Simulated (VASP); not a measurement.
Write the native input for VASP 6.6.1 that does the following.

| Quantity | Value |
| --- | --- |
| Task | single point |
| Functional | r2SCAN |
| Potentials or basis | VASP PAW PBE potentials, release 64 (Ge_d) |
| Cutoff | 520 eV |
| k mesh | 12 × 12 × 6 |
| Occupations | gaussian, width 0.01 eV |
| Spin | no spin polarisation |
| Dipole correction | no |
| Further INCAR settings | ALGO = Normal; EDIFF = 1e-06; NBANDS = 36 |

Crystal: Ge.

```
Ge
1.0
     3.61826    0.00000    0.00000
    -1.80913    3.13351    0.00000
     0.00000    0.00000    6.03122
Ge
4
Direct
  0.66667 0.33333 0.06457
  0.33333 0.66667 0.56457
  0.66667 0.33333 0.43543
  0.33333 0.66667 0.93543
```

This isn't the form of Ge at room conditions, which is diamond.

These files were run (other wordings do the same):

POSCAR

```
Ge
1.0
    3.6182610913      0.0000000000      0.0000000000
   -1.8091305457      3.1335060225      0.0000000000
    0.0000000000      0.0000000000      6.0312156132
Ge
4
Direct
    0.6666666667      0.3333333333      0.0645703704
    0.3333333333      0.6666666667      0.5645703704
    0.6666666667      0.3333333333      0.4354296296
    0.3333333333      0.6666666667      0.9354296296
```

INCAR.step1

```
SYSTEM = Ge
PREC = Accurate ; ENCUT = 520
ISMEAR = 0 ; SIGMA = 0.01
LREAL = .False. ; LASPH = .True.
NELM = 100 ; NBANDS = 36
GGA = PE ; ALGO = Normal
EDIFF = 1E-4 ; LWAVE = .True.
LCHARG = .False.
```

INCAR.step2

```
SYSTEM = Ge
PREC = Accurate ; ENCUT = 520
EDIFF = 1E-6 ; ISMEAR = 0
SIGMA = 0.01 ; LREAL = .False.
LASPH = .True. ; NELM = 100
ALGO = Normal ; ISIF = 2
LWAVE = .False. ; LCHARG = .False.
METAGGA = R2SCAN ; LMIXTAU = .True.
NBANDS = 36 ; ISTART = 1
```

KPOINTS

```
Automatic mesh
0
Gamma
  12 12 6
  0 0 0
```

Potentials or basis: VASP PAW PBE potentials, release 64 (Ge_d).

The run is started by

```sh
$ cat potpaw_PBE.64/Ge_d/POTCAR > POTCAR
$ cp INCAR.step1 INCAR
$ mpirun -np 1 vasp_std > vasp.out
$ cp INCAR.step2 INCAR
$ mpirun -np 1 vasp_std > vasp.out
```

It gave:

The pressure is 40.2 GPa and the band gap on the k mesh is 0.10 eV (least direct gap 0.99 eV).

Caveat: the cell stands under pressure; the PAW data sets were made with another functional, which shifts forces and pressure a little.

Wall time 17 min on 1 thread of Oxide Virtual Turin-like Processor, on a shared host, peak memory 0.24 GiB.
